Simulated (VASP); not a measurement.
# Mg in VASP: a series of runs

Runs on Mg. Level: PBE. Tasks: single point.

Everything below comes from runs of VASP 6.6.1. Logs are shortened: lines on timing, memory, paths and dates and some standing lists are left out, and cuts for length are marked.

## Step 1: The cell of the first run

The cell holds a sheet with vacuum, 2 atoms: a = 3.064 Å, b = 3.064 Å, c = 29.236 Å, α = 90.00°, β = 90.00°, γ = 120.00°.

The cell was built from a structure type or drawn by symmetry, and may not be a known phase.

## Step 2: Single point, PBE

Input file INCAR:

```
SYSTEM = Mg
PREC = Accurate ; ENCUT = 520
EDIFF = 1E-6 ; ISMEAR = 0
SIGMA = 0.1 ; LREAL = .False.
LASPH = .True. ; NELM = 100
ALGO = Normal ; ISIF = 2
LWAVE = .False. ; LCHARG = .False.
LDIPOL = .True. ; IDIPOL = 3
DIPOL = 0.5 0.5 0.274 ; GGA = PE
NBANDS = 9
```

Input file KPOINTS:

```
regular mesh
0
Gamma
  24 24 1
  0 0 0
```

Input file POSCAR:

```
Mg
1.0
    3.0643506404     -0.0000002903      0.0000000000
   -1.5321750688      2.6538056459      0.0000000000
    0.0000000000      0.0000000000     29.2364312415
Mg
2
Direct
    0.3333333333      0.6666666667      0.2240380274
    0.6666666667      0.3333333333      0.3232243887
```

Potentials or basis: VASP PAW PBE potentials, release 64 (Mg).

Command:

```
> cat potpaw_PBE.64/Mg/POTCAR > POTCAR
> mpirun -np 1 vasp_std > vasp.out
```

OUTCAR:

```text
SYSTEM = Mg
   PREC = Accurate
   ENCUT = 520
   EDIFF = 1E-6
   ISMEAR = 0
   LREAL = .False.
   LASPH = .True.
   NELM = 100
   ISIF = 2
   GGA = PE

 ion  position               nearest neighbor table
   1  0.333  0.667  0.224-   2 3.40   2 3.40   2 3.40
   2  0.667  0.333  0.323-   1 3.40   1 3.40   1 3.40

  LATTYP: Found a hexagonal cell.
 ALAT       =     3.0643506404
 C/A-ratio  =     9.5408243613

  Lattice vectors:

 A1 = (   3.0643506404,  -0.0000002903,   0.0000000000)
 A2 = (  -1.5321750688,   2.6538056459,   0.0000000000)
 A3 = (   0.0000000000,   0.0000000000,  29.2364312415)

Analysis of symmetry for initial positions (statically):
=====================================================================
 Subroutine PRICEL returns:
 Original cell was already a primitive cell.

 Routine SETGRP: Setting up the symmetry group for a
 hexagonal supercell.

 Subroutine GETGRP returns: Found 12 space group operations
 (whereof  6 operations were pure point group operations)
 out of a pool of 24 trial point group operations.

The static configuration has the point symmetry C_3v.
 The point group associated with its full space group is D_3d.

Analysis of symmetry for dynamics (positions and initial velocities):
=====================================================================
 Subroutine PRICEL returns:
 Original cell was already a primitive cell.

 Routine SETGRP: Setting up the symmetry group for a
 hexagonal supercell.

 Subroutine GETGRP returns: Found 12 space group operations
 (whereof  6 operations were pure point group operations)
 out of a pool of 24 trial point group operations.

The dynamic configuration has the point symmetry C_3v.
 The point group associated with its full space group is D_3d.

 Subroutine INISYM returns: Found 12 space group operations
 (whereof  6 operations are pure point group operations),
 and found     1 'primitive' translations

----------------------------------------------------------------------------------------

                                     Primitive cell

  volume of cell :     237.7562

  direct lattice vectors                    reciprocal lattice vectors
     3.064350640 -0.000000290  0.000000000     0.326333430  0.188408652  0.000000000
    -1.532175069  2.653805646  0.000000000     0.000000036  0.376817367  0.000000000
     0.000000000  0.000000000 29.236431242     0.000000000  0.000000000  0.034203901

  length of vectors
     3.064350640  3.064350640 29.236431242     0.376817367  0.376817367  0.034203901

  position of ions in fractional coordinates (direct lattice)
     0.333333333  0.666666667  0.224038027
     0.666666667  0.333333333  0.323224389

  ion indices of the primitive-cell ions
   primitive index   ion index
                 1           1
                 2           2

----------------------------------------------------------------------------------------

 KPOINTS: regular mesh

Automatic generation of k-mesh.
 Grid dimensions read from file:
 generate k-points for:   24   24    1

 Generating k-lattice:

  Cartesian coordinates                     Fractional coordinates (reciprocal lattice)
     0.013597226  0.007850361  0.000000000     0.041666667  0.000000000  0.000000000
     0.000000001  0.015700724  0.000000000     0.000000000  0.041666667  0.000000000
     0.000000000  0.000000000  0.034203901     0.000000000  0.000000000  1.000000000

  Length of vectors
     0.015700724  0.015700724  0.034203901

  Shift w.r.t. Gamma in fractional coordinates (k-lattice)
     0.000000000  0.000000000  0.000000000

 Subroutine IBZKPT returns following result:
 ===========================================

 Found     61 irreducible k-points:

 Following reciprocal coordinates:
            Coordinates               Weight
  0.000000  0.000000  0.000000      1.000000
  0.041667 -0.000000  0.000000      6.000000
  0.083333 -0.000000  0.000000      6.000000
  0.125000 -0.000000  0.000000      6.000000
  0.166667 -0.000000  0.000000      6.000000
  0.208333  0.000000  0.000000      6.000000
[... 16 lines left out ...]
  0.416667  0.041667  0.000000     12.000000
  0.458333  0.041667  0.000000     12.000000
 [... further k-points ...]
   k-points           NKPTS =     61   k-points in BZ     NKDIM =     61   number of bands    NBANDS=      9
   number of dos      NEDOS =    301   number of ions     NIONS =      2
   total plane-waves  NPLWV = 129024
   dimension x,y,z NGX =    24 NGY =   24 NGZ =  224
   dimension x,y,z NGXF=    48 NGYF=   48 NGZF=  448
   ions per type =               2
   NGX,Y,Z   is equivalent  to a cutoff of  13.02, 13.02, 12.74 a.u.
   NGXF,Y,Z  is equivalent  to a cutoff of  26.04, 26.04, 25.47 a.u.
 SYSTEM =  Mg
   PREC   = accura    normal or accurate (medium, high low for compatibility)
   ISTART =      0    job   : 0-new  1-cont  2-samecut
   ICHARG =      2    charge: 1-file 2-atom 10-const
   ISPIN  =      1    spin polarized calculation?
   LNONCOLLINEAR =      F non collinear calculations
   LSORBIT =      F    spin-orbit coupling
   LASPH  =      T    aspherical Exc in radial PAW
   ENCUT  =  520.0 eV  38.22 Ry    6.18 a.u.   5.70  5.70 54.36*2*pi/ulx,y,z
   NELM   =    100;   NELMIN=  2; NELMDL= -5     # of ELM steps
   EDIFF  = 0.1E-05   stopping-criterion for ELM
   LREAL  =      F    real-space projection
   EDIFFG = 0.1E-04   stopping-criterion for IOM
   NSW    =      0    number of steps for IOM
   IBRION =     -1    ionic relax: 0-MD 1-quasi-New 2-CG
   NFREE  =      0    steps in history (QN), initial steepest desc. (CG)
   ISIF   =      2    stress and relaxation
   ISYM   =      2    0-nonsym 1-usesym 2-fastsym
   POTIM  = 0.5000    time-step for ionic-motion
   TEBEG  =    0.0;   TEEND  =   0.0 temperature during run
   PSTRESS=    0.0 pullay stress
   NELECT =       4.0000    total number of electrons
   NUPDOWN=      -1.0000    fix difference up-down
   EMIN   =  10.00;   EMAX   =-10.00  energy-range for DOS
   EFERMI =   0.00;   METHOD = LEGACY
   ISMEAR =     0;   SIGMA  =   0.10  broadening in eV -4-tet -1-fermi 0-gaus
   EFERMI_NEDOS =   21; number of points for ismear=-14 and -15
   IALGO  =     38    algorithm
   IMIX   =      4    mixing-type and parameters
     AMIX     =   0.40;   BMIX     =  1.00
     AMIX_MAG =   1.60;   BMIX_MAG =  1.00
  volume/ion in A,a.u.               =     118.88       802.23
  Fermi-wavevector in a.u.,A,eV,Ry     =   0.419486  0.792714  2.394197  0.175969
  Thomas-Fermi vector in A             =   1.381060
   LORBIT       =      0    0 simple, 1 ext, 2 COOP (PROOUT), +10 PAW based schemes
   GGA     = PE    functional components
   LHFCALC =     F    Hartree Fock is set to
   AEXX    =    0.0000 exact exchange contribution
   IVDW    =     0    specifies the selected vdW correction
   LEPSILON=     F    determine dielectric tensor
   LRPA    =     F    only Hartree local field effects (RPA)
 non-spin polarized calculation
 Gauss-broadening in eV      SIGMA  =   0.10
  energy-cutoff  :      520.00
  volume of cell :      237.76
 maximum number of plane-waves:      6440
 NGX is ok and might be reduce to    24
   NGX = 11   NGY = 11   NGZ =109

 dipolmoment           0.000000      0.000000     -0.000010 electrons x Angstroem

 number of electron       4.0000000 magnetization

 dipolmoment           0.000000      0.000000      0.000001 electrons x Angstroem

 Free energy of the ion-electron system (eV)
  ---------------------------------------------------
  ext. energy  EPLUGINS =         0.00000000
  ---------------------------------------------------
  free energy    TOTEN  =        -2.38705447 eV

  energy without entropy =       -2.38187385  energy(sigma->0) =       -2.38446416

 E-fermi :  -2.5460     XC(G=0):  -2.2254

 val. band max:       -2.5657038463   @ k =   0.3333   0.2917   0.0000
 cond. band min:      -2.5444835289   @ k =   0.1250   0.1250   0.0000
 fundamental gap:      0.0212203175
 Fermi energy:        -2.5460337091

 k-point     1 :       0.0000    0.0000    0.0000
  band No.  band energies     occupation
      1      -8.5530      2.00000
      2      -6.6190      2.00000
      3      -3.4910      2.00000
      4      -0.6227      0.00000
      5       0.8396      0.00000
      6       1.3666      0.00000
      7       1.3888      0.00000
      8       2.1481      0.00000
      9       2.2677      0.00000

 k-point     2 :       0.0417   -0.0000    0.0000
  band No.  band energies     occupation
      1      -8.5159      2.00000
      2      -6.5820      2.00000
      3      -3.4560      2.00000
      4      -0.5869      0.00000
      5       0.8762      0.00000
      6       1.4033      0.00000
      7       1.4257      0.00000
      8       2.1847      0.00000
      9       2.3044      0.00000

 k-point     3 :       0.0833   -0.0000    0.0000
  band No.  band energies     occupation
      1      -8.4048      2.00000
      2      -6.4713      2.00000
      3      -3.3508      2.00000
      4      -0.4798      0.00000
      5       0.9861      0.00000
      6       1.5135      0.00000
      7       1.5367      0.00000
      8       2.2945      0.00000
      9       2.4142      0.00000

 k-point     4 :       0.1250   -0.0000    0.0000
  band No.  band energies     occupation
      1      -8.2199      2.00000
      2      -6.2871      2.00000
      3      -3.1755      2.00000
      4      -0.3018      0.00000
      5       1.1690      0.00000
      6       1.6970      0.00000
      7       1.7215      0.00000
      8       2.4774      0.00000
      9       2.5970      0.00000
[... 205 lines left out ...]
 k-point    22 :       0.3750    0.0417    0.0000
  band No.  band energies     occupation
      1      -5.2461      2.00000
      2      -3.3772      2.00000
      3      -0.9362      0.00000
      4      -0.2828      0.00000
      5       0.8935      0.00000
      6       2.6794      0.00000
      7       3.9134      0.00000
      8       4.1811      0.00000
      9       4.7037      0.00000

 k-point    23 :       0.4167    0.0417    0.0000
  band No.  band energies     occupation
      1      -4.5422      2.00000
      2      -2.8053      1.99975
      3      -1.7610      0.00000
      4      -0.0307      0.00000
      5       0.4126      0.00000
      6       2.9207      0.00000
      7       3.3656      0.00000
      8       4.8817      0.00000
      9       5.3246      0.00000

 k-point    24 :       0.4583    0.0417    0.0000
  band No.  band energies     occupation
      1      -3.7931      2.00000
      2      -3.0012      2.00000
      3      -1.7317      0.00000
      4      -0.8524      0.00000
      5       1.1768      0.00000
      6       2.0245      0.00000
      7       4.0704      0.00000
      8       4.8241      0.00000
      9       5.6465      0.00000

 [... further k-points ...]

------------------------ aborting loop because EDIFF is reached ----------------------------------------

 vacuum level on the upper side and lower side of the slab       (xc-potential included)        -0.011        -0.011

  FORCE on cell =-STRESS in cart. coord.  units (eV):
  Direction    XX          YY          ZZ          XY          YZ          ZX
  --------------------------------------------------------------------------------------
  -------------------------------------------------------------------------------------
  Total        0.1403195      0.1403195     -0.4079415     -0.0000000      0.0000000     -0.0000000
  in kB        0.9455767      0.9455767     -2.7490117     -0.0000000      0.0000000     -0.0000000
  external PRESSURE =      -0.2859528 kB  Pullay stress =       0.0000000 kB

 VOLUME and BASIS-vectors are now :
 -----------------------------------------------------------------------------
  energy-cutoff  :      520.00
  volume of cell :      237.76
      direct lattice vectors                 reciprocal lattice vectors
     3.064350640 -0.000000290  0.000000000     0.326333430  0.188408652  0.000000000
    -1.532175069  2.653805646  0.000000000     0.000000036  0.376817367  0.000000000
     0.000000000  0.000000000 29.236431242     0.000000000  0.000000000  0.034203901

 POSITION                                       TOTAL-FORCE (eV/Angst)
 -----------------------------------------------------------------------------------
      0.00000      1.76920      6.55007         0.000000      0.000000      0.140489
      1.53218      0.88460      9.44993        -0.000000     -0.000000     -0.140489
 -----------------------------------------------------------------------------------
    total drift:                               -0.000000      0.000000      0.000007

  FREE ENERGIE OF THE ION-ELECTRON SYSTEM (eV)
  ---------------------------------------------------
  free  energy   TOTEN  =        -2.3870544709 eV

  energy  without entropy=       -2.3818738543  energy(sigma->0) =       -2.38446416

 vacuum level on the upper side and lower side of the slab         1.258         1.258
```

Run time: 2.7 min. Hardware: 1 thread of Intel Xeon Platinum 8375C at 2.90GHz (Ice Lake), shared host; peak memory 0.4 GiB.

Results:

- Free energy: -2.3871 eV
- Largest force: 0.140 eV/Å
- Band gap on the k mesh: zero (bands 2 and 3 overlap by 1.82 eV)

Forces in eV/Å, atoms in the order of the input:
```
Mg   0.000  0.000  0.140
Mg   0.000  0.000 -0.140
```

## Step 3: Single point, PBE

This run uses another cell than the first one.

Input file INCAR:

```
PREC = Accurate
ENCUT = 520
EDIFF = 1E-6
ISMEAR = 0
SIGMA = 0.1
LREAL = False
LASPH = True
NELM = 60
ALGO = Normal
ISIF = 2
LWAVE = False
LCHARG = False
LDIPOL = True
IDIPOL = 3
DIPOL = 0.5 0.5 0.274
GGA = PE
NBANDS = 9
```

Input file KPOINTS:

```
Automatic mesh
0
Gamma
  24 24 1
```

Input file POSCAR:

```
Mg
1.0
    3.1004822695     -0.0000002937      0.0000000000
   -1.5502408804      2.6850965563      0.0000000000
    0.0000000000      0.0000000000     29.2364312415
Mg
2
Direct
    0.3333333333      0.6666666667      0.2276445971
    0.6666666667      0.3333333333      0.3196178190
```

Potentials or basis: VASP PAW PBE potentials, release 64 (Mg).

Command:

```
> cat potpaw_PBE.64/Mg/POTCAR > POTCAR
> mpirun -np 1 vasp_std > vasp.out
```

Wall time 2.4 min (1 thread of Intel Xeon Platinum 8375C at 2.90GHz (Ice Lake), shared host); peak memory 0.4 GiB.

The run converged. Its results:

| Property | Result |
| --- | --- |
| Free energy | -2.4045 eV |
| Largest force | 0.005 eV/Å |
| Band gap on the k mesh | zero (bands 2 and 3 overlap by 1.66 eV) |

Forces in eV/Å, atoms in the order of the input:
```
Mg   0.000  0.000  0.005
Mg   0.000  0.000 -0.005
```

Levels at points of the mesh, in eV from the Fermi level:
```tsv
k point	band 1	band 2	band 3	band 4	band 5
(0.00, 0.00, 0.00)	-6.10	-3.83	-0.78	2.17	3.44
(0.50, 0.00, 0.00)	-1.16	-0.98	1.10	1.51	4.08
```
